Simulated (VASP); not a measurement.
Here is a VASP 6.6.1 calculation.

INCAR

```
PREC     = Accurate       # precision mode
ENCUT    = 600            # plane-wave cutoff, eV
EDIFF    = 1E-6           # SCF threshold, eV
ISMEAR   = -1             # smearing method
SIGMA    = 0.1            # smearing width, eV
LREAL    = False          # projectors in reciprocal space
LASPH    = True           # aspherical terms in the spheres
NELM     = 80             # most SCF steps
ALGO     = Normal         # electronic algorithm
ISIF     = 4              # what is computed and relaxed
LWAVE    = False          # write WAVECAR
LCHARG   = False          # write CHGCAR
GGA      = PE             # functional
IBRION   = 2              # ionic algorithm
NSW      = 50             # ionic steps
EDIFFG   = -0.005         # ionic threshold
ISYM     = 0
```

KPOINTS

```
regular mesh
0
Gamma
  17 17 17
```

The input POSCAR:

```
As
1.0
   -2.1208072537      2.1208072537      1.1280521005
    2.1208072537     -2.1208072537      1.1280521005
    2.1208072537      2.1208072537     -1.1280521005
As
2
Direct
   -0.3750000000     -0.1250000000     -0.2500000000
    0.3750000000      0.1250000000      0.2500000000
```

Potentials or basis: VASP PAW PBE potentials, release 64 (As).

Launch:

```bash
$ cat potpaw_PBE.64/As/POTCAR > POTCAR
$ mpirun -np 1 vasp_std > vasp.out
```

Estimate the band gap on the k mesh.

zero (bands 5 and 6 overlap by 8.45 eV).

Final structure:
```
As
1.0
    -2.12114    2.12114    1.12770
     2.12114   -2.12114    1.12770
     2.12114    2.12114   -1.12770
As
2
Direct
  0.62500 0.87500 0.75000
  0.37500 0.12500 0.25000
```
